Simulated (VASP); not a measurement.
Here is a VASP 6.6.1 calculation.

The input INCAR:

```
PREC     = Accurate       # precision mode
ENCUT    = 520            # plane-wave cutoff, eV
EDIFF    = 1E-6           # SCF threshold, eV
ISMEAR   = -1             # smearing method
SIGMA    = 0.05           # smearing width, eV
LREAL    = F              # projectors in reciprocal space
LASPH    = T              # aspherical terms in the spheres
NELM     = 60             # most SCF steps
ALGO     = Normal         # electronic algorithm
ISIF     = 2              # what is computed and relaxed
LWAVE    = F              # write WAVECAR
LCHARG   = F              # write CHGCAR
NBANDS   = 17             # bands
```

KPOINTS

```
regular mesh
0
Gamma
  9 9 9
```

The input POSCAR:

```
Sr
1.0
   -2.8100000000      2.8600000000      1.5250000000
    2.8100000000     -2.8600000000      1.5250000000
    2.8100000000      2.8600000000     -1.5250000000
Sr
2
Direct
    0.3750000000      0.1250000000      0.2500000000
    0.6250000000      0.8750000000      0.7500000000
```

Potentials or basis: VASP PAW LDA potentials, release 64 (Sr_sv).

Launch:

```console
$ cat potpaw_LDA.64/Sr_sv/POTCAR > POTCAR
$ mpirun -np 1 vasp_std > vasp.out
```

Question: Estimate the pressure.

Answer: 22.7 GPa.

Question: Estimate the largest force.

Answer: 0.004 eV/Å.

Question: Predict the band gap on the k mesh.

Answer: Zero (band 10 reaches 5.54 eV, above the bottom of band 11 at 4.40 eV).

Forces on the atoms (eV/Å):
```
Sr   0.000  0.000 -0.004
Sr   0.000  0.000  0.004
```
